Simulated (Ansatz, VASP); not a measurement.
# One calculation of Li2Se, two programs

INCAR

```
PREC     = Accurate       # precision mode
ENCUT    = 750            # plane-wave cutoff, eV
EDIFF    = 1E-6           # SCF threshold, eV
ISMEAR   = 0              # smearing method
SIGMA    = 0.01           # smearing width, eV
LREAL    = False          # projectors in reciprocal space
LASPH    = True           # aspherical terms in the spheres
NELM     = 120            # most SCF steps
ALGO     = Normal         # electronic algorithm
ISIF     = 2              # what is computed and relaxed
LWAVE    = False          # write WAVECAR
LCHARG   = True           # write CHGCAR
GGA      = PE             # functional
LELF     = True           # ELF
LVHAR    = True         
NBANDS   = 13             # bands
GGA_COMPAT= False
```

Contents of KPOINTS:

```
Automatic mesh
0
Gamma
  6 6 6
```

The input POSCAR:

```
Li2Se
1.0
    0.0000000000      3.0331714809      3.0331714809
    3.0331714809      0.0000000000      3.0331714809
    3.0331714809      3.0331714809      0.0000000000
Se Li
1 2
Direct
    0.0000000000      0.0000000000      0.0000000000
    0.2500000000      0.2500000000      0.2500000000
    0.7500000000      0.7500000000      0.7500000000
```

Input for Ansatz:

```yaml
crystal:
  lattice:
    - [0.0, 3.0331714809, 3.0331714809]
    - [3.0331714809, 0.0, 3.0331714809]
    - [3.0331714809, 3.0331714809, 0.0]
  atoms:
    - { symbol: Se, position: [0.0, 0.0, 0.0] }
    - { symbol: Li, position: [0.25, 0.25, 0.25] }
    - { symbol: Li, position: [0.75, 0.75, 0.75] }
kpoints:
  mp_grid: { grid: [6, 6, 6] }
hamiltonian:
  xc: pbe
scf:
  occupations: { method: fixed }
  n_extra_bands: 4
output:
  forces: true
  stress: true
  eigenvalues: true
```

Alike in both runs: task single point; functional PBE; k mesh 6 × 6 × 6; no spin polarisation.

```csv
,VASP,Ansatz
version,VASP 6.6.1,Ansatz 0.2.0
potentials or method,"VASP PAW PBE potentials, release 64 (Se, Li_sv)","plane waves, PAW"
plane-wave cutoff (eV),750,420
occupations,"gaussian, width 0.01 eV",fixed
valence electrons in the cell,12,22
```

VASP gave:

* gap on the k mesh at the Fermi level (eV): 3.00
* pressure (GPa): -1.0

Which values does Ansatz return?

gap on the k mesh at the Fermi level (eV): 3.00; pressure (GPa): -0.9.

VASP's potentials hold 12 valence electrons a cell and Ansatz's 22, so a difference there can come from the potentials and not from the codes.
